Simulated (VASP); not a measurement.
A run of VASP 6.6.1:

Contents of INCAR:

```
PREC = Accurate
ENCUT = 520
EDIFF = 1E-6
ISMEAR = 0
SIGMA = 0.15
LREAL = False
LASPH = True
NELM = 100
ALGO = Normal
ISIF = 2
LWAVE = False
LCHARG = True
GGA = PS
LELF = True
LVHAR = True
NBANDS = 15
```

KPOINTS

```
regular mesh
0
Gamma
  18 18 18
```

POSCAR

```
TaN
1.0
    0.0000000000      2.2552650000      2.1790000000
    2.2552650000      0.0000000000      2.1790000000
    2.2552650000      2.2552650000      0.0000000000
Ta N
1 1
Direct
    0.5000000000      0.5000000000      0.5000000000
    0.0000000000      0.0000000000      0.0000000000
```

Potentials or basis: VASP PAW PBE potentials, release 64 (Ta_pv, N).

The run is started by

```console
$ cat potpaw_PBE.64/Ta_pv/POTCAR potpaw_PBE.64/N/POTCAR > POTCAR
$ mpirun -np 1 vasp_std > vasp.out
```

Hardware: 1 thread of Intel(R) Xeon(R) 6975P-C (Granite Rapids), with other jobs on the host.

**Question.** Estimate the wall time of this run.

**Answer.** Wall time 40 s on 1 thread of Intel(R) Xeon(R) 6975P-C (Granite Rapids) (shared host), peak memory 0.27 GiB. Counts: scf iterations 12, k points 480.
